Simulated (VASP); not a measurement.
## Be: relaxation of cell and atoms with r2SCAN

The system is Be.

```
CELL_PARAMETERS angstrom
-1.26500 1.26500 1.26500
1.26500 -1.26500 1.26500
1.26500 1.26500 -1.26500
ATOMIC_POSITIONS crystal
Be 0.00000 0.00000 0.00000
```

This isn't the form of Be at room conditions, which is hcp.

| Quantity | Value |
| --- | --- |
| Program | VASP 6.6.1 |
| Task | relaxation of cell and atoms |
| Functional | r2SCAN |
| Potentials or basis | VASP PAW PBE potentials, release 64 (Be) |
| Cutoff | 660 eV |
| k mesh | 26 × 26 × 26 |
| Occupations | gaussian, width 0.05 eV |
| Spin | no spin polarisation |
| Target pressure | 40 GPa |
| Dipole correction | no |
| Further INCAR settings | ALGO = Normal; EDIFF = 1e-07; IBRION = 2; EDIFFG = -0.02; NSW = 80; ISIF = 3 |

```json
{
 "Relaxed volume": "6.27 Å³/atom",
 "Relaxed cell": "a = 2.012 Å, b = 2.012 Å, c = 2.012 Å, α = 109.47°, β = 109.47°, γ = 109.47°",
 "Space group after relaxing (to 0.1 Å)": "Im-3m (No. 229)",
 "Energy change on relaxing (the run minimises the enthalpy)": "+163.1 meV/atom",
 "Ionic steps": "3",
 "Pressure after relaxing": "40.3 GPa",
 "Band gap on the k mesh": "zero (bands 1 and 2 overlap by 6.92 eV)"
}
```

Step by step:
```tsv
step	energy change (eV)	largest force (eV/Å)	pressure (GPa)	volume (Å³)
1	0.0000	0.0000	-4.07	8.10
2	0.3263	0.0000	63.94	5.76
3	0.1631	0.0000	40.28	6.27
```

Final structure:
```
CELL_PARAMETERS angstrom
-1.16137 1.16137 1.16137
1.16137 -1.16137 1.16137
1.16137 1.16137 -1.16137
ATOMIC_POSITIONS crystal
Be 0.00000 0.00000 0.00000
```

Levels at points of the mesh, in eV from the Fermi level:
| k point | band 1 | band 2 | band 3 | band 4 |
| --- | --- | --- | --- | --- |
| (0.00, 0.00, 0.00) | -14.57 | 25.14 | 25.14 | 25.14 |
| (0.50, 0.00, 0.00) | -6.53 | 1.09 | 15.90 | 19.65 |
| (0.50, 0.50, 0.50) | 5.22 | 5.22 | 5.22 | 11.33 |

It took 4 min on 1 thread of Intel(R) Xeon(R) Platinum 8375C CPU @ 2.90GHz (Ice Lake), with other jobs on the host, peak memory 0.14 GiB.

Caveat: the cell is relaxed towards a set pressure, so the run minimises the enthalpy, not the energy; the volume moved by over 15 % at a fixed basis, so the end points are rough; the PAW data sets were made with another functional, which shifts forces and pressure a little.
